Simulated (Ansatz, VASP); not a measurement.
**Ru: VASP beside Ansatz**

File INCAR:

```
ALGO = Fast ; EDIFF = 1E-7
ENCUT = 520 ; GGA = PS
ISIF = 2 ; ISMEAR = 0
LASPH = True ; LCHARG = False
LREAL = False ; LWAVE = False
NBANDS = 21 ; NELM = 80
PREC = Accurate ; SIGMA = 0.15
```

The input KPOINTS:

```
k-points
0
Gamma
  24 24 12
```

Contents of POSCAR:

```
Ru
1.0
    2.7057993342      0.0000000000      0.0000000000
   -1.3528996671      2.3432909610      0.0000000000
    0.0000000000      0.0000000000      4.2819000000
Ru
2
Direct
    0.1904540978      0.6026541294      0.2500000000
    0.6666666667      0.3333333333      0.7500000000
```

Input for Ansatz:

```yaml
crystal:
  lattice:
    - [2.7057993342, 0.0, 0.0]
    - [-1.3528996671, 2.343290961, 0.0]
    - [0.0, 0.0, 4.2819]
  atoms:
    - { symbol: Ru, position: [0.1904540978, 0.6026541294, 0.25] }
    - { symbol: Ru, position: [0.6666666667, 0.3333333333, 0.75] }
basis:
  ecutwfc: 420
kpoints:
  mp_grid: { grid: [24, 24, 12] }
hamiltonian:
  xc: pbesol
scf:
  occupations: { method: gaussian, width: 0.15 }
output:
  forces: true
  stress: true
  eigenvalues: true
```

Alike in both runs: task single point; functional PBEsol; k mesh 24 × 24 × 12; occupations gaussian, width 0.15 eV; no spin polarisation.

```csv
,VASP,Ansatz
version,VASP 6.6.1,Ansatz 0.2.0
potentials or method,"VASP PAW PBE potentials, release 64 (Ru_pv), cutoff 520 eV","scalar-relativistic, plane waves, PAW"
valence electrons in the cell,28,32
```

Ansatz gave:

```
gap on the k mesh at the Fermi level (eV)                     : none
pressure (GPa)                                                : -0.6
traceless stress, the component that is largest in VASP (GPa) : 5.50
rms of the force components (eV/Å)                            : 1.136
```

**Question.** What did VASP give for the same quantities?

**Answer.** gap on the k mesh at the Fermi level (eV): none; pressure (GPa): -0.6; traceless stress, the component that is largest in VASP (GPa): 5.63; rms of the force components (eV/Å): 1.142.

VASP's potentials were made for PBE, not for PBEsol. Atom by atom the forces differ by 0.006 eV/Å (rms over components). A gap of «none» marks a metal or a gap that the smearing closes. VASP's potentials hold 28 valence electrons a cell and Ansatz's 32, so a difference there can come from the potentials and not from the codes.
